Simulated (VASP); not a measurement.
Set up this calculation in VASP 6.6.1, as the native input.

```yaml
Task: single point
Functional: PBEsol
Potentials_or_basis: VASP PAW PBE potentials, release 64 (Ir)
Cutoff: 500 eV
k_mesh: 15 × 15 × 15
Occupations: fermi-dirac, width 0.05 eV
Spin: no spin polarisation
Dipole_correction: no
Further_INCAR_settings: ALGO = Normal; EDIFF = 1e-06; NBANDS = 10
```

The structure of Ir lies in POSCAR:

```
Ir
1.0
    0.0000000000      1.9068157192      1.9068157192
    1.9068157192      0.0000000000      1.9068157192
    1.9068157192      1.9068157192      0.0000000000
Ir
1
Direct
    0.0000000000      0.0000000000      0.0000000000
```

This cell differs from its parent crystal: volume scaled by 0.98.

One way to write it, as run:

INCAR

```
SYSTEM = Ir
PREC = Accurate
ENCUT = 500
EDIFF = 1E-6
ISMEAR = -1
SIGMA = 0.05
LREAL = .False.
LASPH = .True.
NELM = 120
ALGO = Normal
ISIF = 2
LWAVE = .False.
LCHARG = .False.
GGA = PS
NBANDS = 10
GGA_COMPAT = .False.
```

KPOINTS

```
Automatic mesh
0
Gamma
  15 15 15
  0 0 0
```

Potentials or basis: VASP PAW PBE potentials, release 64 (Ir).

The run is started by

```console
$ cat potpaw_PBE.64/Ir/POTCAR > POTCAR
$ mpirun -np 1 vasp_std > vasp.out
```

It gave:

```yaml
Pressure: 6.2 GPa
```

Caveat: the PAW data sets were made with another functional, which shifts forces and pressure a little.

Run time: 21 s on 1 thread of Intel Xeon 8259CL, with other jobs on the host, peak memory 0.14 GiB.
